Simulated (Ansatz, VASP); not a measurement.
Sr: VASP beside Ansatz

The input INCAR:

```
ALGO     = Normal         # electronic algorithm
EDIFF    = 1E-8           # SCF threshold, eV
ENCUT    = 520            # plane-wave cutoff, eV
GGA      = PE             # functional
ISIF     = 2              # what is computed and relaxed
ISMEAR   = -1             # smearing method
LASPH    = True           # aspherical terms in the spheres
LCHARG   = False          # write CHGCAR
LEFG     = True         
LREAL    = False          # projectors in reciprocal space
LWAVE    = False          # write WAVECAR
NBANDS   = 17             # bands
NELM     = 100            # most SCF steps
PREC     = Accurate       # precision mode
SIGMA    = 0.08           # smearing width, eV
```

The input KPOINTS:

```
k-points
0
Gamma
  11 11 6
```

The input POSCAR:

```
Sr
1.0
    4.2409655759      0.0000000000      0.0000000000
   -2.1204827880      3.6727839253      0.0000000000
    0.0000000000      0.0000000000      6.9517098444
Sr
2
Direct
    0.3333333333      0.6666666667      0.2500000000
    0.6666666667      0.3333333333      0.7500000000
```

Input for Ansatz:

```yaml
crystal:
  lattice:
    - [4.2409655759, 0.0, 0.0]
    - [-2.120482788, 3.6727839253, 0.0]
    - [0.0, 0.0, 6.9517098444]
  atoms:
    - { symbol: Sr, position: [0.3333333333, 0.6666666667, 0.25] }
    - { symbol: Sr, position: [0.6666666667, 0.3333333333, 0.75] }
kpoints:
  mp_grid: { grid: [11, 11, 6] }
scf:
  occupations: { method: fermi_dirac, width: 0.08 }
hamiltonian:
  xc: pbe
  pseudopotentials: { kind: paw }
output:
  forces: true
  stress: true
  eigenvalues: true
  efg: { contact_densities: true }
```

Change from the starting cell: volume scaled by 0.98, PAW files.

Alike in both runs: task electric field gradients; functional PBE; k mesh 11 × 11 × 6; occupations fermi-dirac, width 0.08 eV; no spin polarisation.

|  | VASP | Ansatz |
| --- | --- | --- |
| version | VASP 6.6.1 | Ansatz 0.2.0 |
| potentials or method | VASP PAW PBE potentials, release 64 (Sr_sv) | PAW with Ansatz's default frozen-core files, scalar-relativistic |
| plane-wave cutoff (eV) | 520 | 420 |
| valence electrons in the cell | 20 | 20 |

```csv
,VASP,Ansatz,Ansatz less VASP
pressure (GPa),0.3,0.3,-0.01
size of Vzz on the site where it differs most (V/Å²),3.9,4.0,+0.14
```

The functional is the same, so the differences come from potentials, cutoffs and numerics.
